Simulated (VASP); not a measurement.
# BeAl2H2C (P4/mmm) in VASP: relaxation of cell and atoms with PBE

Aim: the relaxation of cell and atoms of BeAl2H2C with PBE.

Program: VASP 6.6.1. These are calculated values, not measurements. Logs are shortened: lines on timing, memory, paths and dates and some standing lists are left out, and cuts for length are marked.

### 1 The cell of the first run

The structure is tetragonal, space group P4/mmm (No. 123). Conventional cell: a = 3.277 Å, b = 3.277 Å, c = 4.851 Å, α = 90.00°, β = 90.00°, γ = 90.00°. Be (site symmetry 4/mmm) has 4 H at 1.64 Å within 2.2 Å. Within 2.8 Å of Al (site symmetry 4mm) lie 4 H at 2.08 Å and 2 Al at 2.29 to 2.56 Å and 4 C at 2.58 Å and 4 Be at 2.65 Å. H (site symmetry mmm) has 2 Be at 1.64 Å and 4 Al at 2.08 Å within 2.2 Å. C (site symmetry 4/mmm) has 2 Be at 2.43 Å and 8 Al at 2.58 Å and 8 H at 2.93 Å and 4 C at 3.28 Å within 3.3 Å.

The cell was built from a structure type or drawn by symmetry, and may not be a known phase.

### 2 Relaxation of cell and atoms, PBE

INCAR

```
ALGO = Normal
EDIFF = 1E-6
EDIFFG = -0.01
ENCUT = 600
GGA = PE
IBRION = 2
ISIF = 3
ISMEAR = 0
LASPH = T
LCHARG = F
LREAL = F
LWAVE = F
NELM = 60
NSW = 100
PREC = Accurate
SIGMA = 0.1
```

KPOINTS

```
k-points
0
Gamma
  12 12 8
```

POSCAR

```
BeAl2H2C
1.0
    3.2771144178      0.0000000000      0.0000000000
    0.0000000000      3.2771144178      0.0000000000
    0.0000000000      0.0000000000      4.8506928408
Be Al H C
1 2 2 1
Direct
    0.0000000000      0.0000000000      0.0000000000
    0.5000000000      0.5000000000      0.2638989920
    0.5000000000      0.5000000000      0.7361010080
    0.0000000000      0.5000000000      0.0000000000
    0.5000000000      0.0000000000      0.0000000000
    0.0000000000      0.0000000000      0.5000000000
```

Potentials or basis: VASP PAW PBE potentials, release 64 (Be, Al, H, C).

On the command line:

```
$ cat potpaw_PBE.64/Be/POTCAR potpaw_PBE.64/Al/POTCAR potpaw_PBE.64/H/POTCAR potpaw_PBE.64/C/POTCAR > POTCAR
$ mpirun -np 1 vasp_std > vasp.out
```

OUTCAR:

```text
EDIFF = 1E-6
   EDIFFG = -0.01
   ENCUT = 600
   GGA = PE
   IBRION = 2
   ISIF = 3
   ISMEAR = 0
   LASPH = T
   LREAL = F
   NELM = 60
   NSW = 100
   PREC = Accurate

 ion  position               nearest neighbor table
   1  0.000  0.000  0.000-   2 2.65   3 2.65   2 2.65   3 2.65   2 2.65   3 2.65   2 2.65   3 2.65

   2  0.500  0.500  0.264-   4 2.08   5 2.08   5 2.08   4 2.08   3 2.29   3 2.56   6 2.58   6 2.58
                             6 2.58   6 2.58   1 2.65   1 2.65   1 2.65   1 2.65
   3  0.500  0.500  0.736-   4 2.08   5 2.08   5 2.08   4 2.08   2 2.29   2 2.56   6 2.58   6 2.58
                             6 2.58   6 2.58   1 2.65   1 2.65   1 2.65   1 2.65
   4  0.000  0.500  0.000-   2 2.08   3 2.08   2 2.08   3 2.08
   5  0.500  0.000  0.000-   2 2.08   3 2.08   2 2.08   3 2.08
   6  0.000  0.000  0.500-   2 2.58   3 2.58   2 2.58   3 2.58   2 2.58   3 2.58   2 2.58   3 2.58

  LATTYP: Found a simple tetragonal cell.
 ALAT       =     3.2771144178
 C/A-ratio  =     1.4801719508

  Lattice vectors:

 A1 = (   3.2771144178,   0.0000000000,   0.0000000000)
 A2 = (   0.0000000000,   3.2771144178,   0.0000000000)
 A3 = (   0.0000000000,   0.0000000000,   4.8506928408)

Analysis of symmetry for initial positions (statically):
=====================================================================
 Subroutine PRICEL returns:
 Original cell was already a primitive cell.

 Routine SETGRP: Setting up the symmetry group for a
 simple tetragonal supercell.

 Subroutine GETGRP returns: Found 16 space group operations
 (whereof 16 operations were pure point group operations)
 out of a pool of 16 trial point group operations.

The static configuration has the point symmetry D_4h.

Analysis of symmetry for dynamics (positions and initial velocities):
=====================================================================
 Subroutine PRICEL returns:
 Original cell was already a primitive cell.

 Routine SETGRP: Setting up the symmetry group for a
 simple tetragonal supercell.

 Subroutine GETGRP returns: Found 16 space group operations
 (whereof 16 operations were pure point group operations)
 out of a pool of 16 trial point group operations.

The dynamic configuration has the point symmetry D_4h.

 Subroutine INISYM returns: Found 16 space group operations
 (whereof 16 operations are pure point group operations),
 and found     1 'primitive' translations

----------------------------------------------------------------------------------------

                                     Primitive cell

  volume of cell :      52.0939

  direct lattice vectors                    reciprocal lattice vectors
     3.277114418  0.000000000  0.000000000     0.305146502  0.000000000  0.000000000
     0.000000000  3.277114418  0.000000000     0.000000000  0.305146502  0.000000000
     0.000000000  0.000000000  4.850692841     0.000000000  0.000000000  0.206156117

  length of vectors
     3.277114418  3.277114418  4.850692841     0.305146502  0.305146502  0.206156117

  position of ions in fractional coordinates (direct lattice)
     0.000000000  0.000000000  0.000000000
     0.500000000  0.500000000  0.263898992
     0.500000000  0.500000000  0.736101008
     0.000000000  0.500000000  0.000000000
     0.500000000  0.000000000  0.000000000
     0.000000000  0.000000000  0.500000000

  ion indices of the primitive-cell ions
   primitive index   ion index
                 1           1
                 2           2
                 3           3
                 4           4
                 5           5
                 6           6

----------------------------------------------------------------------------------------

 KPOINTS: k-points

Automatic generation of k-mesh.
 Grid dimensions read from file:
 generate k-points for:   12   12    8

 Generating k-lattice:

  Cartesian coordinates                     Fractional coordinates (reciprocal lattice)
     0.025428875  0.000000000  0.000000000     0.083333333  0.000000000  0.000000000
     0.000000000  0.025428875  0.000000000     0.000000000  0.083333333  0.000000000
     0.000000000  0.000000000  0.025769515     0.000000000  0.000000000  0.125000000

  Length of vectors
     0.025428875  0.025428875  0.025769515

  Shift w.r.t. Gamma in fractional coordinates (k-lattice)
     0.000000000  0.000000000  0.000000000

 Subroutine IBZKPT returns following result:
 ===========================================

 Found    140 irreducible k-points:

 Following reciprocal coordinates:
            Coordinates               Weight
  0.000000  0.000000  0.000000      1.000000
  0.083333  0.000000  0.000000      4.000000
  0.166667  0.000000  0.000000      4.000000
  0.250000  0.000000  0.000000      4.000000
  0.333333  0.000000  0.000000      4.000000
  0.416667  0.000000  0.000000      4.000000
[... 16 lines left out ...]
  0.333333  0.333333  0.000000      4.000000
  0.416667  0.333333  0.000000      8.000000
 [... further k-points ...]
   k-points           NKPTS =    140   k-points in BZ     NKDIM =    140   number of bands    NBANDS=     11
   number of dos      NEDOS =    301   number of ions     NIONS =      6
   total plane-waves  NPLWV =  31360
   dimension x,y,z NGX =    28 NGY =   28 NGZ =   40
   dimension x,y,z NGXF=    56 NGYF=   56 NGZF=   80
   ions per type =               1   2   2   1
   NGX,Y,Z   is equivalent  to a cutoff of  14.20, 14.20, 13.71 a.u.
   NGXF,Y,Z  is equivalent  to a cutoff of  28.41, 28.41, 27.42 a.u.
 SYSTEM =  unknown system
   PREC   = accura    normal or accurate (medium, high low for compatibility)
   ISTART =      0    job   : 0-new  1-cont  2-samecut
   ICHARG =      2    charge: 1-file 2-atom 10-const
   ISPIN  =      1    spin polarized calculation?
   LNONCOLLINEAR =      F non collinear calculations
   LSORBIT =      F    spin-orbit coupling
   LASPH  =      T    aspherical Exc in radial PAW
   ENCUT  =  600.0 eV  44.10 Ry    6.64 a.u.   6.55  6.55  9.69*2*pi/ulx,y,z
   NELM   =     60;   NELMIN=  2; NELMDL= -5     # of ELM steps
   EDIFF  = 0.1E-05   stopping-criterion for ELM
   LREAL  =      F    real-space projection
   EDIFFG = -.1E-01   stopping-criterion for IOM
   NSW    =    100    number of steps for IOM
   IBRION =      2    ionic relax: 0-MD 1-quasi-New 2-CG
   NFREE  =      1    steps in history (QN), initial steepest desc. (CG)
   ISIF   =      3    stress and relaxation
   ISYM   =      2    0-nonsym 1-usesym 2-fastsym
   POTIM  = 0.5000    time-step for ionic-motion
   TEBEG  =    0.0;   TEEND  =   0.0 temperature during run
   PSTRESS=    0.0 pullay stress
   NELECT =      14.0000    total number of electrons
   NUPDOWN=      -1.0000    fix difference up-down
   EMIN   =  10.00;   EMAX   =-10.00  energy-range for DOS
   EFERMI =   0.00;   METHOD = LEGACY
   ISMEAR =     0;   SIGMA  =   0.10  broadening in eV -4-tet -1-fermi 0-gaus
   EFERMI_NEDOS =   21; number of points for ismear=-14 and -15
   IALGO  =     38    algorithm
   IMIX   =      4    mixing-type and parameters
     AMIX     =   0.40;   BMIX     =  1.00
     AMIX_MAG =   1.60;   BMIX_MAG =  1.00
  volume/ion in A,a.u.               =       8.68        58.59
  Fermi-wavevector in a.u.,A,eV,Ry     =   1.056465  1.996430 15.185716  1.116119
  Thomas-Fermi vector in A             =   2.191702
   LORBIT       =      0    0 simple, 1 ext, 2 COOP (PROOUT), +10 PAW based schemes
   GGA     = PE    functional components
   LHFCALC =     F    Hartree Fock is set to
   AEXX    =    0.0000 exact exchange contribution
   IVDW    =     0    specifies the selected vdW correction
   LEPSILON=     F    determine dielectric tensor
   LRPA    =     F    only Hartree local field effects (RPA)
 conjugate gradient relaxation of ions
 non-spin polarized calculation
 Gauss-broadening in eV      SIGMA  =   0.10
  energy-cutoff  :      600.00
  volume of cell :       52.09
 maximum number of plane-waves:      1787
 NGX is ok and might be reduce to    28
   NGX = 13   NGY = 13   NGZ = 19

--------------------------------------- Ionic step        1  -------------------------------------------

 number of electron      13.9999999 magnetization

 Free energy of the ion-electron system (eV)
  ---------------------------------------------------
  ext. energy  EPLUGINS =         0.00000000
  ---------------------------------------------------
  free energy    TOTEN  =       -21.83480504 eV

  energy without entropy =      -21.82841686  energy(sigma->0) =      -21.83161095

------------------------ aborting loop because EDIFF is reached ----------------------------------------

  FORCE on cell =-STRESS in cart. coord.  units (eV):
  Direction    XX          YY          ZZ          XY          YZ          ZX
  --------------------------------------------------------------------------------------
  -------------------------------------------------------------------------------------
  Total       -0.9337767     -0.9337767      1.4970710      0.0000000     -0.0000000      0.0000000
  in kB      -28.7188233    -28.7188233     46.0432532      0.0000000     -0.0000000      0.0000000
  external PRESSURE =      -3.7981311 kB  Pullay stress =       0.0000000 kB
[... 101 lines left out ...]
  FREE ENERGIE OF THE ION-ELECTRON SYSTEM (eV)
  ---------------------------------------------------
  free  energy   TOTEN  =       -21.9301897176 eV

  energy  without entropy=      -21.9199983591  energy(sigma->0) =      -21.92509404

[... ionic steps 4 to 26 ...]

--------------------------------------- Ionic step       27  -------------------------------------------

 number of electron      14.0000004 magnetization

------------------------ aborting loop because EDIFF is reached ----------------------------------------
[... 75 lines left out ...]
--------------------------------------- Ionic step       29  -------------------------------------------

 number of electron      14.0000004 magnetization

 Free energy of the ion-electron system (eV)
  ---------------------------------------------------
  ext. energy  EPLUGINS =         0.00000000
  ---------------------------------------------------
  free energy    TOTEN  =       -22.83505840 eV

  energy without entropy =      -22.82821957  energy(sigma->0) =      -22.83163899

 E-fermi :   7.2893     XC(G=0): -10.5355

 val. band max:        7.2876049985   @ k =   0.4167   0.4167   0.3750
 cond. band min:       7.3166146038   @ k =   0.5000   0.4167   0.3750
 fundamental gap:      0.0290096053
 Fermi energy:         7.2893213766

 k-point     1 :       0.0000    0.0000    0.0000
  band No.  band energies     occupation
      1      -6.7918      2.00000
      2      -3.8740      2.00000
      3      -1.2034      2.00000
      4       5.9866      2.00000
      5       6.7270      2.00000
      6       6.9563      2.00000
      7       6.9563      2.00000
      8       7.4905      0.00444
      9      10.6522      0.00000
     10      11.8573      0.00000
     11      11.8573      0.00000
[... 309 lines left out ...]
 k-point    24 :       0.4167    0.3333    0.0000
  band No.  band energies     occupation
      1      -2.8172      2.00000
      2      -0.4797      2.00000
      3       0.7675      2.00000
      4       1.6239      2.00000
      5       3.2171      2.00000
      6       3.3812      2.00000
      7       6.7527      2.00000
      8       7.3476      0.40982
      9       8.6775      0.00000
     10       8.7332      0.00000
     11       9.3951      0.00000

 [... further k-points ...]

------------------------ aborting loop because EDIFF is reached ----------------------------------------

  FORCE on cell =-STRESS in cart. coord.  units (eV):
  Direction    XX          YY          ZZ          XY          YZ          ZX
  --------------------------------------------------------------------------------------
  -------------------------------------------------------------------------------------
  Total       -0.0304526     -0.0304526      0.0339624      0.0000000     -0.0000000      0.0000000
  in kB       -0.9034206     -0.9034206      1.0075444      0.0000000     -0.0000000      0.0000000
  external PRESSURE =      -0.2664323 kB  Pullay stress =       0.0000000 kB
[... 21 lines left out ...]
  FREE ENERGIE OF THE ION-ELECTRON SYSTEM (eV)
  ---------------------------------------------------
  free  energy   TOTEN  =       -22.8350584025 eV

  energy  without entropy=      -22.8282195748  energy(sigma->0) =      -22.83163899

 reached required accuracy - stopping structural energy minimisation
```

Run time: 12 min. Hardware: 1 thread of Intel Xeon 6975P-C (Granite Rapids), shared host; peak memory 0.29 GiB.

What came out:

* Free energy: -22.8351 eV
* Relaxed volume: 9.00 Å³/atom
* Relaxed cell: a = 2.852 Å, b = 2.852 Å, c = 6.638 Å, α = 90.00°, β = 90.00°, γ = 90.00°
* Space group after relaxing (to 0.1 Å): P4/mmm (No. 123)
* Energy gained by relaxing: 166.7 meV/atom
* Ionic steps: 29
* Pressure after relaxing: 0.0 GPa
* Band gap on the k mesh: zero (bands 7 and 8 overlap by 1.60 eV)

Stress tensor (GPa, compression positive):
```
-0.09  0.00  0.00
 0.00 -0.09  0.00
 0.00  0.00  0.10
```

The path:
```csv
step,energy change (eV),largest force (eV/Å),pressure (GPa),volume (Å³)
1,0.0000,0.0800,-0.38,52.09
2,-0.0308,0.1974,-0.53,51.93
3,-0.0954,0.7578,-0.06,51.37
4,-0.2282,1.8133,2.55,49.93
5,-0.1897,2.3138,14.80,45.92
6,-0.2944,2.0460,5.05,48.91
7,-0.3018,2.2086,6.54,48.34
8,-0.3186,2.3640,9.89,47.18
9,-0.2873,2.3737,12.06,46.56
10,-0.3145,2.3689,10.52,46.99
11,-0.3207,2.3590,10.54,46.99
12,-0.3359,2.3271,10.66,46.99
13,-0.3481,2.2511,11.06,46.98
14,-0.3656,2.2246,10.82,47.06
15,-0.4164,2.1392,10.11,47.31
16,-0.5109,1.9625,8.77,47.81
17,-0.6721,1.6397,6.31,48.81
18,-0.8894,0.9344,2.33,50.85
19,-0.8672,1.0844,-2.01,55.11
20,-0.9601,0.1076,-0.18,52.74
21,-0.9601,0.0460,-0.31,52.86
22,-0.9681,0.0472,-0.28,52.92
23,-0.9860,0.0365,-0.13,53.09
24,-0.9984,0.0254,0.48,53.40
25,-0.9990,0.0334,0.65,53.47
26,-0.9990,0.0349,0.68,53.48
27,-1.0000,0.0245,0.21,53.80
28,-1.0002,0.0176,-0.07,54.00
29,-1.0003,0.0018,-0.03,54.01
```

Final structure:
```cif
data_structure
_symmetry_space_group_name_H-M 'P 1'
_symmetry_Int_Tables_number 1
_cell_length_a 2.8525
_cell_length_b 2.8525
_cell_length_c 6.6375
_cell_angle_alpha 90.000
_cell_angle_beta 90.000
_cell_angle_gamma 90.000
_cell_volume 54.01
loop_
_atom_site_label
_atom_site_type_symbol
_atom_site_fract_x
_atom_site_fract_y
_atom_site_fract_z
_atom_site_occupancy
Be1 Be 0.00000 0.00000 0.00000 1
Al1 Al 0.50000 0.50000 0.31769 1
Al2 Al 0.50000 0.50000 0.68231 1
H1 H 0.00000 0.50000 0.00000 1
H2 H 0.50000 0.00000 0.00000 1
C1 C 0.00000 0.00000 0.50000 1
```

Levels at points of the mesh, in eV from the Fermi level:
```csv
k point,band 5,band 6,band 7,band 8,band 9,band 10
"(0.00, 0.00, 0.00)",-0.56,-0.33,-0.33,0.20,3.36,4.57
"(0.50, 0.00, 0.00)",-5.01,-3.11,0.97,1.39,2.70,2.97
"(0.50, 0.50, 0.00)",-5.19,-2.42,-2.10,0.37,0.37,0.77
"(0.00, 0.00, 0.50)",-0.32,-0.32,0.22,3.18,3.39,4.40
"(0.50, 0.00, 0.50)",-3.52,-1.39,-0.87,-0.63,0.98,6.03
"(0.50, 0.50, 0.50)",-5.52,-2.25,-2.21,-0.24,1.86,1.89
```

Caveat: a cell axis changed by over 15 % at a fixed basis, so the end point is rough.
